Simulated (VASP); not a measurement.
Mg: density of states with PBE

The system is Mg.

```xyz
4
Lattice="2.3501 0.0000 0.0000 -1.1750 2.0352 0.0000 0.0000 0.0000 7.6901" Properties=species:S:1:pos:R:3 pbc="T T T"
Mg    0.0000    0.0000    0.0000
Mg    0.0000    0.0000    3.8451
Mg    0.0000    1.3568    1.9225
Mg    1.1750    0.6784    5.7676
```

This cell differs from its parent crystal: volume scaled by 0.4.

```yaml
Program: VASP 6.6.1
Task: density of states
Functional: PBE
Potentials_or_basis: VASP PAW PBE potentials, release 64 (Mg)
Cutoff: 520 eV
k_mesh: 11 × 11 × 3
Occupations: fermi-dirac, width 0.08 eV
Spin: no spin polarisation
Dipole_correction: no
k_mesh_for_the_DOS: 17 × 17 × 5
Occupations_for_the_DOS: tetrahedron
Further_INCAR_settings: ALGO = Normal; EDIFF = 1e-06
```

The valence electrons inside the program's atomic spheres are Mg 0.88.

Levels at points of the mesh, in eV from the Fermi level:
| k point | band 2 | band 3 | band 4 | band 5 | band 6 | band 7 |
| --- | --- | --- | --- | --- | --- | --- |
| (0.00, 0.00, 0.00) | -9.27 | -9.26 | -3.22 | -1.43 | 7.93 | 7.98 |

It took 14 s on 1 thread of Intel(R) Xeon(R) 6975P-C (Granite Rapids), with other jobs on the host, peak memory 0.15 GiB.
